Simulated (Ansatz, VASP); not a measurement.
## NiO: VASP beside Ansatz

```
Ni O
1.0
     0.00000    2.10825    2.10825
     2.10825    0.00000    2.10825
     2.10825    2.10825    0.00000
Ni O
1 1
Direct
  0.00000 0.00000 0.00000
  0.50000 0.50000 0.50000
```

Alike in both runs: functional PBE; k mesh 18 × 18 × 18; occupations gaussian, width 0.1 eV; collinear spin.

Ansatz relaxed the structure, and its values are those at the end. VASP's run is a single point on that final structure, the one shown.

```csv
,VASP,Ansatz
version,VASP 6.6.1,Ansatz 0.2.0
potentials or method,"VASP PAW PBE potentials, release 64 (Ni, O), cutoff 520 eV","scalar-relativistic, plane waves, PAW"
valence electrons in the cell,16,24
```

|  | VASP | Ansatz | Ansatz less VASP |
| --- | --- | --- | --- |
| gap on the k mesh at the Fermi level (eV) | none | none | - |
| pressure (GPa) | -0.4 | 0.0 | +0.41 |
| net moment per atom (μB) | 0.88 | 0.90 | +0.018 |
| size of the moment on the site where the two differ most (μB) | 0.27 | 0.29 | +0.023 |

Site moments also hang on the region over which each program counts them. A gap of «none» marks a metal or a gap that the smearing closes. VASP's potentials hold 16 valence electrons a cell and Ansatz's 24, so a difference there can come from the potentials and not from the codes.
